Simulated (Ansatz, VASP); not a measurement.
One calculation of KBr, two programs

The input INCAR:

```
SYSTEM = KBr
  PREC = Accurate
  ENCUT = 520
  EDIFF = 1E-6
  ISMEAR = 0
  SIGMA = 0.01
  LREAL = .FALSE.
  LASPH = .TRUE.
  NELM = 60
  ALGO = Normal
  ISIF = 2
  LWAVE = .FALSE.
  LCHARG = .FALSE.
  IBRION = 2
  NSW = 50
  EDIFFG = -0.002
```

KPOINTS

```
regular mesh
0
G
  6 6 6
  0 0 0
```

The input POSCAR:

```
KBr
1.0
   -0.0159377666      3.1795844290      3.1795844290
    3.1795844290     -0.0159377666      3.1795844290
    3.1795844290      3.1795844290     -0.0159377666
K Br
1 1
Direct
    0.0000000000      0.0000000000      0.0000000000
    0.5000000000      0.5000000000      0.5000000000
```

Input for Ansatz:

```yaml
crystal:
  lattice:
    - [-0.01593776656, 3.17958442904, 3.17958442904]
    - [3.17958442904, -0.01593776656, 3.17958442904]
    - [3.17958442904, 3.17958442904, -0.01593776656]
  atoms:
    - { symbol: K, position: [0.0, 0.0, 0.0] }
    - { symbol: Br, position: [0.5, 0.5, 0.5] }
kpoints:
  mp_grid: { grid: [6, 6, 6] }
scf:
  occupations: { method: fixed }
  convergence: { dr2_threshold: 1.0e-10 }
hamiltonian:
  xc: lda
  pseudopotentials: { kind: all_electron, lapw: { basis_error: 0.0005 } }
output:
  forces: true
  stress: true
  eigenstates:
    kpoints:
      - [0.0, 0.0, 0.0]
      - [-0.5, 0.0, -0.5]
      - [0.0, -0.5, -0.5]
      - [-0.5, -0.5, 0.0]
      - [-0.5, 0.0, 0.0]
      - [0.0, -0.5, 0.0]
      - [0.0, 0.0, -0.5]
      - [-0.5, -0.5, -0.5]
relax:
  f_tol: 0.002
  max_steps: 30
```

Change from the starting cell: equal xy, yz and zx engineering shears of -0.5 %.

Alike in both runs: task relaxation of the atoms; functional LDA; k mesh 6 × 6 × 6; no spin polarisation.

```csv
,VASP,Ansatz
version,VASP 6.6.1,Ansatz 0.2.0
potentials or method,"VASP PAW LDA potentials, release 64 (K_sv, Br), cutoff 520 eV","all-electron LAPW, scalar-relativistic"
occupations,"gaussian, width 0.01 eV",fixed
```

Ansatz gave:

```
gap on the k mesh at the Fermi level, each at its own relaxed structure (eV) : 4.30
```

**Question.** Estimate VASP's values.

**Answer.** gap on the k mesh at the Fermi level, each at its own relaxed structure (eV): 4.31.

LDA's correlation is that of Perdew and Zunger in VASP and of Perdew and Wang (1992) in Ansatz. Ansatz ran all-electron here, and VASP with PAW potentials.

Noted on VASP's run: the relaxation stopped at its first step, so nothing moved.
